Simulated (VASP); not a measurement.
# Ir3O in VASP: a series of runs, part 2 of 2

VASP 6.6.1. Earlier steps stand in the parts before.

**3. Single point, PBE**

The input, INCAR:

```
  ALGO = Normal
  DIPOL = 0.5 0.5 0.344
  EDIFF = 1E-7
  ENCUT = 520
  GGA = PE
  IDIPOL = 3
  ISIF = 2
  ISMEAR = 0
  LASPH = True
  LCHARG = False
  LDIPOL = True
  LREAL = False
  LWAVE = False
  NBANDS = 24
  NELM = 60
  PREC = Accurate
  SIGMA = 0.1
```

The input, KPOINTS:

```
k-points
0
Gamma
  10 10 1
```

The input, POSCAR:

```
Ir3O
1.0
    2.7367600872      0.0000000000      0.0000000000
    0.0000000000      2.7367600872      0.0000000000
    0.0000000000      0.0000000000     19.1883373425
Ir O
3 1
Direct
    0.5000000000      0.5000000000      0.2084599582
    0.0000000000      0.0000000000      0.3045662601
    0.5000000000      0.5000000000      0.4006776202
    1.0000000000      1.0000000000      0.4621535443
```

Potentials or basis: VASP PAW PBE potentials, release 64 (Ir, O).

Launch:

```bash
$ cat potpaw_PBE.64/Ir/POTCAR potpaw_PBE.64/O/POTCAR > POTCAR
$ mpirun -np 1 vasp_std > vasp.out
```

OUTCAR:

```text
EDIFF = 1E-7
   ENCUT = 520
   GGA = PE
   ISIF = 2
   ISMEAR = 0
   LASPH = True
   LREAL = False
   NELM = 60
   PREC = Accurate

 ion  position               nearest neighbor table
   1  0.500  0.500  0.208-   2 2.67   2 2.67   2 2.67   2 2.67
   2  0.000  0.000  0.305-   1 2.67   1 2.67   1 2.67   1 2.67   3 2.67   3 2.67   3 2.67   3 2.67

   3  0.500  0.500  0.401-   4 2.27   4 2.27   4 2.27   4 2.27   2 2.67   2 2.67   2 2.67   2 2.67

   4  0.000  0.000  0.462-   3 2.27   3 2.27   3 2.27   3 2.27

  LATTYP: Found a simple tetragonal cell.
 ALAT       =     2.7367600872
 C/A-ratio  =     7.0113333764

  Lattice vectors:

 A1 = (   2.7367600872,   0.0000000000,   0.0000000000)
 A2 = (   0.0000000000,   2.7367600872,   0.0000000000)
 A3 = (   0.0000000000,   0.0000000000,  19.1883373425)

Analysis of symmetry for initial positions (statically):
=====================================================================
 Subroutine PRICEL returns:
 Original cell was already a primitive cell.

 Routine SETGRP: Setting up the symmetry group for a
 simple tetragonal supercell.

 Subroutine GETGRP returns: Found  8 space group operations
 (whereof  8 operations were pure point group operations)
 out of a pool of 16 trial point group operations.

The static configuration has the point symmetry C_4v.

Analysis of symmetry for dynamics (positions and initial velocities):
=====================================================================
 Subroutine PRICEL returns:
 Original cell was already a primitive cell.

 Routine SETGRP: Setting up the symmetry group for a
 simple tetragonal supercell.

 Subroutine GETGRP returns: Found  8 space group operations
 (whereof  8 operations were pure point group operations)
 out of a pool of 16 trial point group operations.

The dynamic configuration has the point symmetry C_4v.

 Subroutine INISYM returns: Found  8 space group operations
 (whereof  8 operations are pure point group operations),
 and found     1 'primitive' translations

----------------------------------------------------------------------------------------

                                     Primitive cell

  volume of cell :     143.7179

  direct lattice vectors                    reciprocal lattice vectors
     2.736760087  0.000000000  0.000000000     0.365395566  0.000000000  0.000000000
     0.000000000  2.736760087  0.000000000     0.000000000  0.365395566  0.000000000
     0.000000000  0.000000000 19.188337342     0.000000000  0.000000000  0.052114990

  length of vectors
     2.736760087  2.736760087 19.188337342     0.365395566  0.365395566  0.052114990

  position of ions in fractional coordinates (direct lattice)
     0.500000000  0.500000000  0.208459958
     0.000000000  0.000000000  0.304566260
     0.500000000  0.500000000  0.400677620
     0.000000000  0.000000000  0.462153544

  ion indices of the primitive-cell ions
   primitive index   ion index
                 1           1
                 2           2
                 3           3
                 4           4

----------------------------------------------------------------------------------------

[... 29 lines left out ...]
  0.300000  0.000000  0.000000      4.000000
  0.400000  0.000000  0.000000      4.000000
  0.500000  0.000000  0.000000      2.000000
[... 13 lines left out ...]
  0.500000  0.400000  0.000000      4.000000
  0.500000  0.500000  0.000000      1.000000
   k-points           NKPTS =     21   k-points in BZ     NKDIM =     21   number of bands    NBANDS=     24
   number of dos      NEDOS =    301   number of ions     NIONS =      4
   total plane-waves  NPLWV =  57600
   dimension x,y,z NGX =    20 NGY =   20 NGZ =  144
   dimension x,y,z NGXF=    40 NGYF=   40 NGZF=  288
   ions per type =               3   1
   NGX,Y,Z   is equivalent  to a cutoff of  12.15, 12.15, 12.48 a.u.
   NGXF,Y,Z  is equivalent  to a cutoff of  24.30, 24.30, 24.95 a.u.
 SYSTEM =  unknown system
   PREC   = accura    normal or accurate (medium, high low for compatibility)
   ISTART =      0    job   : 0-new  1-cont  2-samecut
   ICHARG =      2    charge: 1-file 2-atom 10-const
   ISPIN  =      1    spin polarized calculation?
   LNONCOLLINEAR =      F non collinear calculations
   LSORBIT =      F    spin-orbit coupling
   LASPH  =      T    aspherical Exc in radial PAW
   ENCUT  =  520.0 eV  38.22 Ry    6.18 a.u.   5.09  5.09 35.68*2*pi/ulx,y,z
   NELM   =     60;   NELMIN=  2; NELMDL= -5     # of ELM steps
   EDIFF  = 0.1E-06   stopping-criterion for ELM
   LREAL  =      F    real-space projection
   EDIFFG = 0.1E-05   stopping-criterion for IOM
   NSW    =      0    number of steps for IOM
   IBRION =     -1    ionic relax: 0-MD 1-quasi-New 2-CG
   NFREE  =      0    steps in history (QN), initial steepest desc. (CG)
   ISIF   =      2    stress and relaxation
   ISYM   =      2    0-nonsym 1-usesym 2-fastsym
   POTIM  = 0.5000    time-step for ionic-motion
   TEBEG  =    0.0;   TEEND  =   0.0 temperature during run
   PSTRESS=    0.0 pullay stress
   NELECT =      33.0000    total number of electrons
   NUPDOWN=      -1.0000    fix difference up-down
   EMIN   =  10.00;   EMAX   =-10.00  energy-range for DOS
   EFERMI =   0.00;   METHOD = LEGACY
   ISMEAR =     0;   SIGMA  =   0.10  broadening in eV -4-tet -1-fermi 0-gaus
   EFERMI_NEDOS =   21; number of points for ismear=-14 and -15
   IALGO  =     38    algorithm
   IMIX   =      4    mixing-type and parameters
     AMIX     =   0.40;   BMIX     =  1.00
     AMIX_MAG =   1.60;   BMIX_MAG =  1.00
  volume/ion in A,a.u.               =      35.93       242.46
  Fermi-wavevector in a.u.,A,eV,Ry     =   1.002480  1.894413 13.673405  1.004967
  Thomas-Fermi vector in A             =   2.134970
   LORBIT       =      0    0 simple, 1 ext, 2 COOP (PROOUT), +10 PAW based schemes
   GGA     = PE    functional components
   LHFCALC =     F    Hartree Fock is set to
   AEXX    =    0.0000 exact exchange contribution
   IVDW    =     0    specifies the selected vdW correction
   LEPSILON=     F    determine dielectric tensor
   LRPA    =     F    only Hartree local field effects (RPA)
 non-spin polarized calculation
 Gauss-broadening in eV      SIGMA  =   0.10
  energy-cutoff  :      520.00
  volume of cell :      143.72
 maximum number of plane-waves:      3910
   NGX = 11   NGY = 11   NGZ = 71

 dipolmoment           0.000000      0.000000     -0.090841 electrons x Angstroem

 number of electron      32.9999992 magnetization

 dipolmoment           0.000000      0.000000      0.063227 electrons x Angstroem

 Free energy of the ion-electron system (eV)
  ---------------------------------------------------
  ext. energy  EPLUGINS =         0.00000000
  ---------------------------------------------------
  free energy    TOTEN  =       -29.36929287 eV

  energy without entropy =      -29.34513376  energy(sigma->0) =      -29.35721331

 E-fermi :  -0.8096     XC(G=0):  -5.5931

 val. band max:       -0.8402531884   @ k =   0.2000   0.0000   0.0000
 cond. band min:      -0.7892910876   @ k =   0.3000   0.0000   0.0000
 fundamental gap:      0.0509621009
 Fermi energy:        -0.8095888818

 k-point     1 :       0.0000    0.0000    0.0000
  band No.  band energies     occupation
      1     -19.9176      2.00000
      2     -10.6726      2.00000
      3      -8.5291      2.00000
      4      -7.9569      2.00000
      5      -7.8216      2.00000
      6      -6.3873      2.00000
[... 556 lines left out ...]
     23       8.1505      0.00000
     24       8.2501      0.00000

------------------------ aborting loop because EDIFF is reached ----------------------------------------

 vacuum level on the upper side and lower side of the slab       (xc-potential included)         0.733        -0.753

  FORCE on cell =-STRESS in cart. coord.  units (eV):
  Direction    XX          YY          ZZ          XY          YZ          ZX
  --------------------------------------------------------------------------------------
  -------------------------------------------------------------------------------------
  Total       -1.7128536     -1.7128536      2.0881671      0.0000000      0.0000000      0.0000000
  in kB      -19.0950159    -19.0950159     23.2790386      0.0000000      0.0000000      0.0000000
  external PRESSURE =      -4.9703310 kB  Pullay stress =       0.0000000 kB

 VOLUME and BASIS-vectors are now :
 -----------------------------------------------------------------------------
  energy-cutoff  :      520.00
  volume of cell :      143.72
      direct lattice vectors                 reciprocal lattice vectors
     2.736760087  0.000000000  0.000000000     0.365395566  0.000000000  0.000000000
     0.000000000  2.736760087  0.000000000     0.000000000  0.365395566  0.000000000
     0.000000000  0.000000000 19.188337342     0.000000000  0.000000000  0.052114990

 POSITION                                       TOTAL-FORCE (eV/Angst)
 -----------------------------------------------------------------------------------
      1.36838      1.36838      4.00000        -0.000000      0.000000     -0.490990
      0.00000      0.00000      5.84412         0.000000      0.000000     -0.167094
      1.36838      1.36838      7.68834        -0.000000     -0.000000      0.644990
      0.00000      0.00000      8.86796        -0.000000      0.000000      0.013094
 -----------------------------------------------------------------------------------
    total drift:                                0.000000     -0.000000     -0.000061

  FREE ENERGIE OF THE ION-ELECTRON SYSTEM (eV)
  ---------------------------------------------------
  free  energy   TOTEN  =       -29.3692928697 eV

  energy  without entropy=      -29.3451337550  energy(sigma->0) =      -29.35721331

 vacuum level on the upper side and lower side of the slab         6.150         4.622
```

OSZICAR:

```text
N       E                     dE             d eps       ncg     rms          rms(c)
DAV:   1     0.330922369422E+03    0.33092E+03   -0.13424E+04  1008   0.116E+03
DAV:   2     0.353261468886E+01   -0.32739E+03   -0.28943E+03  1032   0.350E+02
DAV:   3    -0.322376224501E+02   -0.35770E+02   -0.33064E+02  1472   0.109E+02
[... 18 lines left out ...]
DAV:  22    -0.293692834129E+02   -0.51988E-05   -0.12152E-06  1328   0.670E-03    0.488E-03
DAV:  23    -0.293692899690E+02   -0.65560E-05   -0.82279E-07  1144   0.521E-03    0.453E-03
DAV:  24    -0.293692925962E+02   -0.26272E-05   -0.28045E-07  1048   0.411E-03    0.577E-03
DAV:  25    -0.293692928669E+02   -0.27067E-06   -0.56733E-07   936   0.546E-03    0.129E-03
DAV:  26    -0.293692928697E+02   -0.28285E-08   -0.19584E-07   944   0.189E-03
   1 F= -.29369293E+02 E0= -.29357213E+02  d E =-.241591E-01
```

stdout:

```text
POSCAR found type information on POSCAR IrO
 POSCAR found :  2 types and       4 ions
 scaLAPACK will be used
 LDA part: xc-table for (Slater+PW92), standard interpolation
 POSCAR, INCAR and KPOINTS ok, starting setup
 FFT: planning ... GRIDC
 FFT: planning ... GRID_SOFT
 FFT: planning ... GRID
 WAVECAR not read
 entering main loop
```

Run time: 3 min. Hardware: 1 thread of Intel Xeon 8259CL, shared host; peak memory 0.26 GiB.

Results:

```
Free energy            : -29.3693 eV
Largest force          : 0.645 eV/Å
Band gap on the k mesh : zero (an odd number of electrons rules out a gap without spin polarisation)
```

Forces on the atoms (eV/Å):
```
Ir   0.000  0.000 -0.491
Ir   0.000  0.000 -0.167
Ir   0.000  0.000  0.645
O    0.000  0.000  0.013
```

Caveat: spin-orbit coupling is left out, which moves the levels of the heavy elements; an odd number of electrons without spin polarisation forces a metal; a magnetic or distorted state may lie lower.
